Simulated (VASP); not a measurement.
# Ag5P2O6 (P-31m) in VASP: single point with PBE

Aim: the single point of Ag5P2O6 with PBE.

All numbers are computed with VASP 6.6.1; they aren't measurements. Logs are shortened: lines on timing, memory, paths and dates and some standing lists are left out, and cuts for length are marked.

**1. The cell of the first run**

It takes space group P-31m (No. 162, trigonal). Conventional cell: a = 5.749 Å, b = 5.749 Å, c = 6.227 Å, α = 90.00°, β = 90.00°, γ = 120.00°. Ag (site symmetry 3m) has 3 O at 2.45 Å and 7 Ag at 2.71 to 3.18 Å within 3.2 Å. Ag (site symmetry 2/m) has 2 O at 2.18 Å and 4 Ag at 2.87 Å within 2.9 Å. P (site symmetry 32) has 6 O at 2.01 Å within 2.7 Å. O (site symmetry m) has 2 P at 2.01 Å and 2 Ag at 2.18 to 2.45 Å and 1 O at 2.28 Å within 2.7 Å.

**2. Single point, PBE**

File INCAR:

```
ALGO = Normal ; EDIFF = 1E-6
ENCUT = 520 ; GGA = PE
ISIF = 2 ; ISMEAR = 0
LASPH = True ; LCHARG = False
LREAL = False ; LWAVE = False
NBANDS = 62 ; NELM = 60
PREC = Accurate ; SIGMA = 0.0216
```

File KPOINTS:

```
k-points
0
Gamma
  5 5 4
```

File POSCAR:

```
Ag5P2O6
1.0
    2.8742780580      4.9783956316      0.0000000000
   -2.8742780580      4.9783956316      0.0000000000
    0.0000000000      0.0000000000      6.2269840000
Ag P O
5 2 6
Direct
    0.0000000000      0.0000000000      0.2174367985
    0.0000000000      0.0000000000      0.7825632015
    0.5000000000      0.5000000000      0.0000000000
    0.0000000000      0.5000000000      0.0000000000
    0.5000000000      0.0000000000      0.0000000000
    0.6666666667      0.6666666667      0.5000000000
    0.3333333333      0.3333333333      0.5000000000
    0.5944736602      0.4055263398      0.6609689282
    0.0000000000      0.5944736602      0.6609689282
    0.4055263398      0.0000000000      0.6609689282
    0.0000000000      0.4055263398      0.3390310718
    0.4055263398      0.5944736602      0.3390310718
    0.5944736602      0.0000000000      0.3390310718
```

Potentials or basis: VASP PAW PBE potentials, release 64 (Ag, P, O).

Started as:

```sh
$ cat potpaw_PBE.64/Ag/POTCAR potpaw_PBE.64/P/POTCAR potpaw_PBE.64/O/POTCAR > POTCAR
$ mpirun -np 1 vasp_std > vasp.out
```

OUTCAR:

```text
EDIFF = 1E-6
   ENCUT = 520
   GGA = PE
   ISIF = 2
   ISMEAR = 0
   LASPH = True
   LREAL = False
   NELM = 60
   PREC = Accurate

 ion  position               nearest neighbor table
   1  0.000  0.000  0.217-  12 2.45  11 2.45  13 2.45   2 2.71   3 3.18   3 3.18   5 3.18   4 3.18
                             4 3.18   5 3.18   2 3.52
   2  0.000  0.000  0.783-   8 2.45   9 2.45  10 2.45   1 2.71   3 3.18   3 3.18   5 3.18   4 3.18
                             4 3.18   5 3.18   1 3.52
   3  0.500  0.500  0.000-   8 2.18  12 2.18   4 2.87   5 2.87   5 2.87   4 2.87   1 3.18   1 3.18
                             2 3.18   2 3.18
   4  0.000  0.500  0.000-   9 2.18  11 2.18   5 2.87   5 2.87   3 2.87   3 2.87   2 3.18   2 3.18
                             1 3.18   1 3.18
   5  0.500  0.000  0.000-  10 2.18  13 2.18   4 2.87   4 2.87   3 2.87   3 2.87   1 3.18   1 3.18
                             2 3.18   2 3.18
   6  0.667  0.667  0.500-   9 2.01  13 2.01  11 2.01  10 2.01  12 2.01   8 2.01
   7  0.333  0.333  0.500-  10 2.01  11 2.01   9 2.01  13 2.01  12 2.01   8 2.01
   8  0.594  0.406  0.661-   6 2.01   7 2.01   3 2.18   2 2.45
   9  0.000  0.594  0.661-   6 2.01   7 2.01   4 2.18   2 2.45
  10  0.406  0.000  0.661-   7 2.01   6 2.01   5 2.18   2 2.45
  11  0.000  0.406  0.339-   7 2.01   6 2.01   4 2.18   1 2.45
  12  0.406  0.594  0.339-   6 2.01   7 2.01   3 2.18   1 2.45
  13  0.594  0.000  0.339-   6 2.01   7 2.01   5 2.18   1 2.45

  LATTYP: Found a hexagonal cell.
 ALAT       =     5.7485561161
 C/A-ratio  =     1.0832257482

  Lattice vectors:

 A1 = (   2.8742780580,  -4.9783956316,   0.0000000000)
 A2 = (   2.8742780580,   4.9783956316,   0.0000000000)
 A3 = (   0.0000000000,   0.0000000000,   6.2269840000)

Analysis of symmetry for initial positions (statically):
=====================================================================
 Subroutine PRICEL returns:
 Original cell was already a primitive cell.

 Routine SETGRP: Setting up the symmetry group for a
 hexagonal supercell.

 Subroutine GETGRP returns: Found 12 space group operations
 (whereof 12 operations were pure point group operations)
 out of a pool of 24 trial point group operations.

The static configuration has the point symmetry D_3d.

Analysis of symmetry for dynamics (positions and initial velocities):
=====================================================================
 Subroutine PRICEL returns:
 Original cell was already a primitive cell.

 Routine SETGRP: Setting up the symmetry group for a
 hexagonal supercell.

 Subroutine GETGRP returns: Found 12 space group operations
 (whereof 12 operations were pure point group operations)
 out of a pool of 24 trial point group operations.

The dynamic configuration has the point symmetry D_3d.

 Subroutine INISYM returns: Found 12 space group operations
 (whereof 12 operations are pure point group operations),
 and found     1 'primitive' translations

----------------------------------------------------------------------------------------

                                     Primitive cell

  volume of cell :     178.2075

  direct lattice vectors                    reciprocal lattice vectors
     2.874278058  4.978395632  0.000000000     0.173956726  0.100433962  0.000000000
    -2.874278058  4.978395632  0.000000000    -0.173956726  0.100433962  0.000000000
     0.000000000  0.000000000  6.226984000     0.000000000  0.000000000  0.160591387

  length of vectors
     5.748556116  5.748556116  6.226984000     0.200867925  0.200867925  0.160591387

  position of ions in fractional coordinates (direct lattice)
     0.000000000  0.000000000  0.217436799
     0.000000000  0.000000000  0.782563201
     0.500000000  0.500000000  0.000000000
     1.000000000  0.500000000  0.000000000
     0.500000000  1.000000000  0.000000000
     0.666666667  0.666666667  0.500000000
     0.333333333  0.333333333  0.500000000
     0.594473660  0.405526340  0.660968928
     1.000000000  0.594473660  0.660968928
     0.405526340  1.000000000  0.660968928
     1.000000000  0.405526340  0.339031072
     0.405526340  0.594473660  0.339031072
     0.594473660  1.000000000  0.339031072

  ion indices of the primitive-cell ions
   primitive index   ion index
                 1           1
                 2           2
                 3           3
                 4           4
                 5           5
                 6           6
                 7           7
                 8           8
                 9           9
                10          10
                11          11
                12          12
                13          13

----------------------------------------------------------------------------------------

 KPOINTS: k-points

Automatic generation of k-mesh.
 Grid dimensions read from file:
 generate k-points for:    5    5    4

 Generating k-lattice:

  Cartesian coordinates                     Fractional coordinates (reciprocal lattice)
     0.034791345  0.020086792  0.000000000     0.200000000 -0.000000000  0.000000000
    -0.034791345  0.020086792  0.000000000    -0.000000000  0.200000000  0.000000000
     0.000000000  0.000000000  0.040147847     0.000000000  0.000000000  0.250000000

  Length of vectors
     0.040173585  0.040173585  0.040147847

  Shift w.r.t. Gamma in fractional coordinates (k-lattice)
     0.000000000  0.000000000  0.000000000

 Subroutine IBZKPT returns following result:
 ===========================================

 Found     17 irreducible k-points:

 Following reciprocal coordinates:
            Coordinates               Weight
  0.000000  0.000000  0.000000      1.000000
  0.200000 -0.000000  0.000000      6.000000
  0.400000 -0.000000  0.000000      6.000000
  0.400000  0.200000  0.000000      6.000000
 -0.400000  0.200000  0.000000      6.000000
  0.000000  0.000000  0.250000      2.000000
[... 9 lines left out ...]
  0.400000  0.200000  0.500000      6.000000
 -0.400000  0.200000  0.500000      6.000000
   k-points           NKPTS =     17   k-points in BZ     NKDIM =     17   number of bands    NBANDS=     62
   number of dos      NEDOS =    301   number of ions     NIONS =     13
   total plane-waves  NPLWV = 110592
   dimension x,y,z NGX =    48 NGY =   48 NGZ =   48
   dimension x,y,z NGXF=    96 NGYF=   96 NGZF=   96
   ions per type =               5   2   6
   NGX,Y,Z   is equivalent  to a cutoff of  13.88, 13.88, 12.81 a.u.
   NGXF,Y,Z  is equivalent  to a cutoff of  27.76, 27.76, 25.63 a.u.
 SYSTEM =  unknown system
   PREC   = accura    normal or accurate (medium, high low for compatibility)
   ISTART =      0    job   : 0-new  1-cont  2-samecut
   ICHARG =      2    charge: 1-file 2-atom 10-const
   ISPIN  =      1    spin polarized calculation?
   LNONCOLLINEAR =      F non collinear calculations
   LSORBIT =      F    spin-orbit coupling
   LASPH  =      T    aspherical Exc in radial PAW
   ENCUT  =  520.0 eV  38.22 Ry    6.18 a.u.  10.69 10.69 11.58*2*pi/ulx,y,z
   NELM   =     60;   NELMIN=  2; NELMDL= -5     # of ELM steps
   EDIFF  = 0.1E-05   stopping-criterion for ELM
   LREAL  =      F    real-space projection
   EDIFFG = 0.1E-04   stopping-criterion for IOM
   NSW    =      0    number of steps for IOM
   IBRION =     -1    ionic relax: 0-MD 1-quasi-New 2-CG
   NFREE  =      0    steps in history (QN), initial steepest desc. (CG)
   ISIF   =      2    stress and relaxation
   ISYM   =      2    0-nonsym 1-usesym 2-fastsym
   POTIM  = 0.5000    time-step for ionic-motion
   TEBEG  =    0.0;   TEEND  =   0.0 temperature during run
   PSTRESS=    0.0 pullay stress
   NELECT =     101.0000    total number of electrons
   NUPDOWN=      -1.0000    fix difference up-down
   EMIN   =  10.00;   EMAX   =-10.00  energy-range for DOS
   EFERMI =   0.00;   METHOD = LEGACY
   ISMEAR =     0;   SIGMA  =   0.02  broadening in eV -4-tet -1-fermi 0-gaus
   EFERMI_NEDOS =   21; number of points for ismear=-14 and -15
   IALGO  =     38    algorithm
   IMIX   =      4    mixing-type and parameters
     AMIX     =   0.40;   BMIX     =  1.00
     AMIX_MAG =   1.60;   BMIX_MAG =  1.00
  volume/ion in A,a.u.               =      13.71        92.51
  Fermi-wavevector in a.u.,A,eV,Ry     =   1.354794  2.560190 24.973047  1.835467
  Thomas-Fermi vector in A             =   2.481936
   LORBIT       =      0    0 simple, 1 ext, 2 COOP (PROOUT), +10 PAW based schemes
   GGA     = PE    functional components
   LHFCALC =     F    Hartree Fock is set to
   AEXX    =    0.0000 exact exchange contribution
   IVDW    =     0    specifies the selected vdW correction
   LEPSILON=     F    determine dielectric tensor
   LRPA    =     F    only Hartree local field effects (RPA)
 non-spin polarized calculation
 Gauss-broadening in eV      SIGMA  =   0.02
  energy-cutoff  :      520.00
  volume of cell :      178.21
 maximum number of plane-waves:      4824
 NGX is ok and might be reduce to    48
   NGX = 21   NGY = 21   NGZ = 23

 number of electron     100.9999983 magnetization

 Free energy of the ion-electron system (eV)
  ---------------------------------------------------
  ext. energy  EPLUGINS =         0.00000000
  ---------------------------------------------------
  free energy    TOTEN  =       -59.08504568 eV

  energy without entropy =      -59.08453367  energy(sigma->0) =      -59.08478967

 E-fermi :   6.5497     XC(G=0): -11.1374

 val. band max:        6.4607671627   @ k =   0.0000   0.0000   0.0000
 cond. band min:       6.5657055387   @ k =   0.4000  -0.0000   0.5000
 fundamental gap:      0.1049383760
 Fermi energy:         6.5496743202

 k-point     1 :       0.0000    0.0000    0.0000
  band No.  band energies     occupation
      1     -14.5266      2.00000
      2     -13.1656      2.00000
      3     -13.1656      2.00000
      4     -12.4417      2.00000
      5     -12.0051      2.00000
      6     -12.0051      2.00000
[... 54 lines left out ...]
     61      11.0635      0.00000
     62      11.0638      0.00000

 k-point     2 :       0.2000   -0.0000    0.0000
  band No.  band energies     occupation
      1     -14.4337      2.00000
      2     -13.3152      2.00000
      3     -13.1745      2.00000
      4     -12.4020      2.00000
      5     -12.0375      2.00000
      6     -12.0051      2.00000
[... 54 lines left out ...]
     61      11.2088      0.00000
     62      11.5023      0.00000

 k-point     3 :       0.4000   -0.0000    0.0000
  band No.  band energies     occupation
      1     -14.2036      2.00000
      2     -13.6315      2.00000
      3     -13.1886      2.00000
      4     -12.3112      2.00000
      5     -12.1168      2.00000
      6     -12.0065      2.00000
[... 899 lines left out ...]
     61      11.1048      0.00000
     62      11.8495      0.00000

 k-point    17 :      -0.4000    0.2000    0.5000
  band No.  band energies     occupation
      1     -13.9998      2.00000
      2     -13.7359      2.00000
      3     -13.1392      2.00000
      4     -12.3598      2.00000
      5     -12.2674      2.00000
      6     -12.0926      2.00000
[... 54 lines left out ...]
     61      11.5359      0.00000
     62      11.5748      0.00000

------------------------ aborting loop because EDIFF is reached ----------------------------------------

  FORCE on cell =-STRESS in cart. coord.  units (eV):
  Direction    XX          YY          ZZ          XY          YZ          ZX
  --------------------------------------------------------------------------------------
  -------------------------------------------------------------------------------------
  Total      -12.7583670    -12.7583670      4.5483481      0.0000000      0.0000000      0.0000000
  in kB     -114.7043112   -114.7043112     40.8919993      0.0000000      0.0000000      0.0000000
  external PRESSURE =     -62.8388744 kB  Pullay stress =       0.0000000 kB

 VOLUME and BASIS-vectors are now :
 -----------------------------------------------------------------------------
  energy-cutoff  :      520.00
  volume of cell :      178.21
      direct lattice vectors                 reciprocal lattice vectors
     2.874278058  4.978395632  0.000000000     0.173956726  0.100433962  0.000000000
    -2.874278058  4.978395632  0.000000000    -0.173956726  0.100433962  0.000000000
     0.000000000  0.000000000  6.226984000     0.000000000  0.000000000  0.160591387

 POSITION                                       TOTAL-FORCE (eV/Angst)
 -----------------------------------------------------------------------------------
      0.00000      0.00000      1.35398        -0.000000     -0.000000      0.004582
      0.00000      0.00000      4.87301        -0.000000     -0.000000     -0.004582
      0.00000      4.97840      0.00000        -0.000000     -0.000000      0.000000
     -1.43714      2.48920      0.00000        -0.000000      0.000000      0.000000
      1.43714      2.48920      0.00000        -0.000000      0.000000      0.000000
      0.00000      6.63786      3.11349        -0.000000      0.000000      0.000000
      0.00000      3.31893      3.11349        -0.000000     -0.000000      0.000000
      0.54309      4.97840      4.11584         0.007007      0.000000      0.008245
     -1.70868      2.95953      4.11584        -0.003503      0.006068      0.008245
      1.16560      2.01887      4.11584        -0.003503     -0.006068      0.008245
     -1.16560      2.01887      2.11114         0.003503     -0.006068     -0.008245
     -0.54309      4.97840      2.11114        -0.007007      0.000000     -0.008245
      1.70868      2.95953      2.11114         0.003503      0.006068     -0.008245
 -----------------------------------------------------------------------------------
    total drift:                               -0.000000      0.000000      0.000000

  FREE ENERGIE OF THE ION-ELECTRON SYSTEM (eV)
  ---------------------------------------------------
  free  energy   TOTEN  =       -59.0850456816 eV

  energy  without entropy=      -59.0845336658  energy(sigma->0) =      -59.08478967
```

It took 12 min on 1 thread of AMD EPYC, shared host; peak memory 0.37 GiB.

What came out:

- Free energy: -59.0850 eV
- Pressure: -6.3 GPa
- Largest force: 0.011 eV/Å
- Band gap on the k mesh: zero (an odd number of electrons rules out a gap without spin polarisation)

Forces on the atoms (eV/Å):
```
Ag   0.000  0.000  0.005
Ag   0.000  0.000 -0.005
Ag   0.000  0.000  0.000
Ag   0.000  0.000  0.000
Ag   0.000  0.000  0.000
P    0.000  0.000  0.000
P    0.000  0.000  0.000
O    0.007  0.000  0.008
O   -0.004  0.006  0.008
O   -0.004 -0.006  0.008
O    0.004 -0.006 -0.008
O   -0.007  0.000 -0.008
O    0.004  0.006 -0.008
```

Caveat: the stress differs along the axes, from -11 to 4 GPa; an odd number of electrons without spin polarisation forces a metal; a magnetic or distorted state may lie lower.

The gap in the log of VASP goes by the Fermi energy; the results here count the filled bands.